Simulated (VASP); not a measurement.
# NaScTe2 in VASP: notebook

Runs on NaScTe2. Level: PBE. Tasks: single point.

Everything below comes from runs of VASP 6.6.1. Logs are shortened: lines on timing, memory, paths and dates and some standing lists are left out, and cuts for length are marked.

## Step 1: The cell of the first run

The structure is orthorhombic, space group Cmmm (No. 65). The conventional cell has a = 6.574 Å, b = 6.602 Å, c = 10.053 Å, α = 90.00°, β = 90.00°, γ = 90.00°. Within 4.3 Å of Na (site symmetry mmm) lie 4 Sc at 3.29 to 3.30 Å and 8 Te at 4.20 to 4.21 Å. Sc (site symmetry mmm) has 2 Te at 2.61 Å and 4 Na at 3.29 to 3.30 Å within 3.4 Å. Within 3.4 Å of Te (site symmetry mm2) lie 1 Sc at 2.61 Å.

## Step 2: Single point, PBE

The input, INCAR:

```
SYSTEM = NaScTe2
PREC     = Accurate       ! precision mode
ENCUT    = 520            ! plane-wave cutoff, eV
EDIFF    = 1E-7           ! SCF threshold, eV
ISMEAR   = 0              ! smearing method
SIGMA    = 0.1            ! smearing width, eV
LREAL    = .False.        ! projectors in reciprocal space
LASPH    = .True.         ! aspherical terms in the spheres
NELM     = 60             ! most SCF steps
ALGO     = Normal         ! electronic algorithm
ISIF     = 2              ! what is computed and relaxed
LWAVE    = .False.        ! write WAVECAR
LCHARG   = .False.        ! write CHGCAR
GGA      = PE             ! functional
NBANDS   = 23             ! bands
```

The input, KPOINTS:

```
regular mesh
0
Gamma
  4 4 2
  0 0 0
```

The input, POSCAR:

```
NaScTe2
1.0
    3.2871805117     -3.3008238202      0.0000000000
    3.2871805117      3.3008238202      0.0000000000
    0.0000000000      0.0000000000     10.0530542667
Na Sc Te
1 1 2
Direct
    0.0000000000      0.0000000000      0.0000000000
    0.5000000000      0.5000000000      0.0000000000
    0.5000000000      0.5000000000      0.2598699106
    0.5000000000      0.5000000000      0.7401300894
```

Potentials or basis: VASP PAW PBE potentials, release 64 (Na_pv, Sc_sv, Te).

Launch:

```console
> cat potpaw_PBE.64/Na_pv/POTCAR potpaw_PBE.64/Sc_sv/POTCAR potpaw_PBE.64/Te/POTCAR > POTCAR
> mpirun -np 1 vasp_std > vasp.out
```

OUTCAR:

```text
SYSTEM = NaScTe2
   PREC = Accurate
   ENCUT = 520
   EDIFF = 1E-7
   ISMEAR = 0
   LREAL = .False.
   LASPH = .True.
   NELM = 60
   ISIF = 2
   GGA = PE

 ion  position               nearest neighbor table
   1  0.000  0.000  0.000-
   2  0.500  0.500  0.000-   3 2.61   4 2.61
   3  0.500  0.500  0.260-   2 2.61
   4  0.500  0.500  0.740-   2 2.61

  LATTYP: Found a base centered orthorhombic cell.
 ALAT       =     6.5743610234
 B/A-ratio  =     1.0041504592
 C/A-ratio  =     1.5291302426

  Lattice vectors:

 A1 = (   3.2871805117,  -3.3008238202,   0.0000000000)
 A2 = (   3.2871805117,   3.3008238202,   0.0000000000)
 A3 = (   0.0000000000,   0.0000000000,  10.0530542667)

Analysis of symmetry for initial positions (statically):
=====================================================================
 Subroutine PRICEL returns:
 Original cell was already a primitive cell.

 Routine SETGRP: Setting up the symmetry group for a
 base centered orthorhombic supercell.

 Subroutine GETGRP returns: Found  8 space group operations
 (whereof  8 operations were pure point group operations)
 out of a pool of  8 trial point group operations.

The static configuration has the point symmetry D_2h.

Analysis of symmetry for dynamics (positions and initial velocities):
=====================================================================
 Subroutine PRICEL returns:
 Original cell was already a primitive cell.

 Routine SETGRP: Setting up the symmetry group for a
 base centered orthorhombic supercell.

 Subroutine GETGRP returns: Found  8 space group operations
 (whereof  8 operations were pure point group operations)
 out of a pool of  8 trial point group operations.

The dynamic configuration has the point symmetry D_2h.

 Subroutine INISYM returns: Found  8 space group operations
 (whereof  8 operations are pure point group operations),
 and found     1 'primitive' translations

----------------------------------------------------------------------------------------

                                     Primitive cell

  volume of cell :     218.1594

  direct lattice vectors                    reciprocal lattice vectors
     3.287180512 -3.300823820  0.000000000     0.152106037 -0.151477336  0.000000000
     3.287180512  3.300823820  0.000000000     0.152106037  0.151477336  0.000000000
     0.000000000  0.000000000 10.053054267     0.000000000  0.000000000  0.099472257

  length of vectors
     4.658432527  4.658432527 10.053054267     0.214666322  0.214666322  0.099472257

  position of ions in fractional coordinates (direct lattice)
     0.000000000  0.000000000  0.000000000
     0.500000000  0.500000000  0.000000000
     0.500000000  0.500000000  0.259869911
     0.500000000  0.500000000  0.740130089

  ion indices of the primitive-cell ions
   primitive index   ion index
                 1           1
                 2           2
                 3           3
                 4           4

----------------------------------------------------------------------------------------

 KPOINTS: regular mesh

Automatic generation of k-mesh.
 Grid dimensions read from file:
 generate k-points for:    4    4    2

 Generating k-lattice:

  Cartesian coordinates                     Fractional coordinates (reciprocal lattice)
     0.038026509 -0.037869334  0.000000000     0.250000000 -0.000000000  0.000000000
     0.038026509  0.037869334  0.000000000    -0.000000000  0.250000000  0.000000000
     0.000000000  0.000000000  0.049736129     0.000000000  0.000000000  0.500000000

  Length of vectors
     0.053666581  0.053666581  0.049736129

  Shift w.r.t. Gamma in fractional coordinates (k-lattice)
     0.000000000  0.000000000  0.000000000

 Subroutine IBZKPT returns following result:
 ===========================================

 Found     14 irreducible k-points:

 Following reciprocal coordinates:
            Coordinates               Weight
  0.000000  0.000000  0.000000      1.000000
  0.250000  0.000000  0.000000      4.000000
  0.500000  0.000000  0.000000      2.000000
  0.250000  0.250000  0.000000      2.000000
  0.500000  0.250000  0.000000      4.000000
 -0.250000  0.250000  0.000000      2.000000
  0.500000  0.500000  0.000000      1.000000
  0.000000  0.000000  0.500000      1.000000
  0.250000  0.000000  0.500000      4.000000
  0.500000  0.000000  0.500000      2.000000
  0.250000  0.250000  0.500000      2.000000
  0.500000  0.250000  0.500000      4.000000
 -0.250000  0.250000  0.500000      2.000000
  0.500000  0.500000  0.500000      1.000000
   k-points           NKPTS =     14   k-points in BZ     NKDIM =     14   number of bands    NBANDS=     23
   number of dos      NEDOS =    301   number of ions     NIONS =      4
   total plane-waves  NPLWV = 103680
   dimension x,y,z NGX =    36 NGY =   36 NGZ =   80
   dimension x,y,z NGXF=    72 NGYF=   72 NGZF=  160
   ions per type =               1   1   2
   NGX,Y,Z   is equivalent  to a cutoff of  12.85, 12.85, 13.23 a.u.
   NGXF,Y,Z  is equivalent  to a cutoff of  25.69, 25.69, 26.46 a.u.
 SYSTEM =  NaScTe2
   PREC   = accura    normal or accurate (medium, high low for compatibility)
   ISTART =      0    job   : 0-new  1-cont  2-samecut
   ICHARG =      2    charge: 1-file 2-atom 10-const
   ISPIN  =      1    spin polarized calculation?
   LNONCOLLINEAR =      F non collinear calculations
   LSORBIT =      F    spin-orbit coupling
   LASPH  =      T    aspherical Exc in radial PAW
   ENCUT  =  520.0 eV  38.22 Ry    6.18 a.u.   8.66  8.66 18.69*2*pi/ulx,y,z
   NELM   =     60;   NELMIN=  2; NELMDL= -5     # of ELM steps
   EDIFF  = 0.1E-06   stopping-criterion for ELM
   LREAL  =      F    real-space projection
   EDIFFG = 0.1E-05   stopping-criterion for IOM
   NSW    =      0    number of steps for IOM
   IBRION =     -1    ionic relax: 0-MD 1-quasi-New 2-CG
   NFREE  =      0    steps in history (QN), initial steepest desc. (CG)
   ISIF   =      2    stress and relaxation
   ISYM   =      2    0-nonsym 1-usesym 2-fastsym
   POTIM  = 0.5000    time-step for ionic-motion
   TEBEG  =    0.0;   TEEND  =   0.0 temperature during run
   PSTRESS=    0.0 pullay stress
   NELECT =      30.0000    total number of electrons
   NUPDOWN=      -1.0000    fix difference up-down
   EMIN   =  10.00;   EMAX   =-10.00  energy-range for DOS
   EFERMI =   0.00;   METHOD = LEGACY
   ISMEAR =     0;   SIGMA  =   0.10  broadening in eV -4-tet -1-fermi 0-gaus
   EFERMI_NEDOS =   21; number of points for ismear=-14 and -15
   IALGO  =     38    algorithm
   IMIX   =      4    mixing-type and parameters
     AMIX     =   0.40;   BMIX     =  1.00
     AMIX_MAG =   1.60;   BMIX_MAG =  1.00
  volume/ion in A,a.u.               =      54.54       368.05
  Fermi-wavevector in a.u.,A,eV,Ry     =   0.845001  1.596821  9.714925  0.714027
  Thomas-Fermi vector in A             =   1.960119
   LORBIT       =      0    0 simple, 1 ext, 2 COOP (PROOUT), +10 PAW based schemes
   GGA     = PE    functional components
   LHFCALC =     F    Hartree Fock is set to
   AEXX    =    0.0000 exact exchange contribution
   IVDW    =     0    specifies the selected vdW correction
   LEPSILON=     F    determine dielectric tensor
   LRPA    =     F    only Hartree local field effects (RPA)
 non-spin polarized calculation
 Gauss-broadening in eV      SIGMA  =   0.10
  energy-cutoff  :      520.00
  volume of cell :      218.16
 maximum number of plane-waves:      5902
 NGX is ok and might be reduce to    36
   NGX = 17   NGY = 17   NGZ = 37

 number of electron      30.0000006 magnetization

 Free energy of the ion-electron system (eV)
  ---------------------------------------------------
  ext. energy  EPLUGINS =         0.00000000
  ---------------------------------------------------
  free energy    TOTEN  =       -12.95135309 eV

  energy without entropy =      -12.92618722  energy(sigma->0) =      -12.93877015

 E-fermi :  -0.3945     XC(G=0):  -6.2252

 val. band max:       -0.4185418813   @ k =   0.0000   0.0000   0.5000
 cond. band min:      -0.3691930708   @ k =   0.2500   0.0000   0.0000
 fundamental gap:      0.0493488106
 Fermi energy:        -0.3945475119

 k-point     1 :       0.0000    0.0000    0.0000
  band No.  band energies     occupation
      1     -50.2228      2.00000
      2     -29.0643      2.00000
      3     -29.0629      2.00000
      4     -28.4943      2.00000
      5     -25.2357      2.00000
      6     -25.2340      2.00000
[... 15 lines left out ...]
     22       3.7646      0.00000
     23       4.6919      0.00000

 k-point     2 :       0.2500    0.0000    0.0000
  band No.  band energies     occupation
      1     -50.2227      2.00000
      2     -29.0654      2.00000
      3     -29.0630      2.00000
      4     -28.4942      2.00000
      5     -25.2366      2.00000
      6     -25.2347      2.00000
[... 15 lines left out ...]
     22       4.1612      0.00000
     23       4.4004      0.00000

 k-point     3 :       0.5000    0.0000    0.0000
  band No.  band energies     occupation
      1     -50.2227      2.00000
      2     -29.0668      2.00000
      3     -29.0628      2.00000
      4     -28.4940      2.00000
      5     -25.2377      2.00000
      6     -25.2353      2.00000
[... 15 lines left out ...]
     22       4.5598      0.00000
     23       5.4682      0.00000
[... 235 lines left out ...]
 k-point    13 :      -0.2500    0.2500    0.5000
  band No.  band energies     occupation
      1     -50.2227      2.00000
      2     -29.0660      2.00000
      3     -29.0641      2.00000
      4     -28.4940      2.00000
      5     -25.2362      2.00000
      6     -25.2356      2.00000
[... 15 lines left out ...]
     22       3.2857      0.00000
     23       4.7476      0.00000

 k-point    14 :       0.5000    0.5000    0.5000
  band No.  band energies     occupation
      1     -50.2226      2.00000
      2     -29.0677      2.00000
      3     -29.0663      2.00000
      4     -28.4937      2.00000
      5     -25.2368      2.00000
      6     -25.2352      2.00000
[... 15 lines left out ...]
     22       1.9529      0.00000
     23       3.7053      0.00000

------------------------ aborting loop because EDIFF is reached ----------------------------------------

  FORCE on cell =-STRESS in cart. coord.  units (eV):
  Direction    XX          YY          ZZ          XY          YZ          ZX
  --------------------------------------------------------------------------------------
  -------------------------------------------------------------------------------------
  Total        0.0793343     -0.0048818      0.1657860     -0.0000000      0.0000000      0.0000000
  in kB        0.5826362     -0.0358521      1.2175435     -0.0000000      0.0000000      0.0000000
  external PRESSURE =       0.5881092 kB  Pullay stress =       0.0000000 kB

 VOLUME and BASIS-vectors are now :
 -----------------------------------------------------------------------------
  energy-cutoff  :      520.00
  volume of cell :      218.16
      direct lattice vectors                 reciprocal lattice vectors
     3.287180512 -3.300823820  0.000000000     0.152106037 -0.151477336  0.000000000
     3.287180512  3.300823820  0.000000000     0.152106037  0.151477336  0.000000000
     0.000000000  0.000000000 10.053054267     0.000000000  0.000000000  0.099472257

 POSITION                                       TOTAL-FORCE (eV/Angst)
 -----------------------------------------------------------------------------------
      0.00000      0.00000      0.00000         0.000000      0.000000      0.000000
      3.28718      0.00000      0.00000         0.000000     -0.000000      0.000000
      3.28718      0.00000      2.61249        -0.000000      0.000000      0.020549
      3.28718      0.00000      7.44057         0.000000      0.000000     -0.020549
 -----------------------------------------------------------------------------------
    total drift:                                0.000000      0.000000     -0.000000

  FREE ENERGIE OF THE ION-ELECTRON SYSTEM (eV)
  ---------------------------------------------------
  free  energy   TOTEN  =       -12.9513530873 eV

  energy  without entropy=      -12.9261872198  energy(sigma->0) =      -12.93877015
```

Wall time 89 s (1 thread of Intel Xeon Platinum 8488C (Sapphire Rapids), shared host); peak memory 0.34 GiB.

Results:

| Quantity | Value |
| --- | --- |
| Free energy | -12.9514 eV |
| Pressure | 0.1 GPa |
| Largest force | 0.021 eV/Å |
| Band gap on the k mesh | zero (band 15 reaches -0.33 eV, above the bottom of band 16 at -0.45 eV) |

Forces in eV/Å, atoms in the order of the input:
```
Na   0.000  0.000  0.000
Sc   0.000  0.000  0.000
Te   0.000  0.000  0.021
Te   0.000  0.000 -0.021
```

Caveat: spin-orbit coupling is left out, which moves the levels of the heavy elements.

[end of part 1 of 2]
